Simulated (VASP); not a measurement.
**TaN: single point with PBE**

The system is TaN.

```
Ta N
1.0
     2.91828    0.00000    0.00000
    -1.45914    2.52730    0.00000
     0.00000    0.00000    2.86365
Ta N
1 1
Direct
  0.33333 0.66667 0.50000
  0.00000 0.00000 0.00000
```

This cell differs from its parent crystal: volume scaled by 0.98.

- Program: VASP 6.6.1
- Task: single point
- Functional: PBE
- Potentials or basis: VASP PAW PBE potentials, release 64 (Ta_pv, N)
- Cutoff: 520 eV
- k mesh: 12 × 12 × 10
- Occupations: fermi-dirac, width 0.02 eV
- Spin: no spin polarisation
- Dipole correction: no
- Further INCAR settings: ALGO = Normal; EDIFF = 1e-06; NBANDS = 15

The pressure is 13.0 GPa and the band gap on the k mesh is zero (band 8 reaches 8.89 eV, above the bottom of band 9 at 8.38 eV).

Stress tensor (GPa, compression positive):
```
12.32  0.00  0.00
 0.00 12.32  0.00
 0.00  0.00 14.46
```

Levels at points of the mesh, in eV from the Fermi level:
```csv
k point,band 5,band 6,band 7,band 8,band 9,band 10,band 11,band 12
"(0.00, 0.00, 0.00)",-4.76,-4.76,-4.41,-3.06,2.26,3.57,3.57,4.01
"(0.50, 0.00, 0.00)",-8.51,-5.40,-3.67,-3.33,2.99,4.03,5.23,5.34
"(0.00, 0.00, 0.50)",-9.58,-3.93,-3.93,-0.20,-0.20,2.36,3.29,3.29
"(0.50, 0.00, 0.50)",-7.55,-6.38,-5.91,-0.43,4.20,5.40,6.12,7.16
```

Run time: 20 s on 1 thread of Intel(R) Xeon(R) Platinum 8259CL CPU @ 2.50GHz (Skylake/Cascade Lake), on a shared host, peak memory 0.17 GiB.

Caveat: spin-orbit coupling is left out, which moves the levels of the heavy elements.
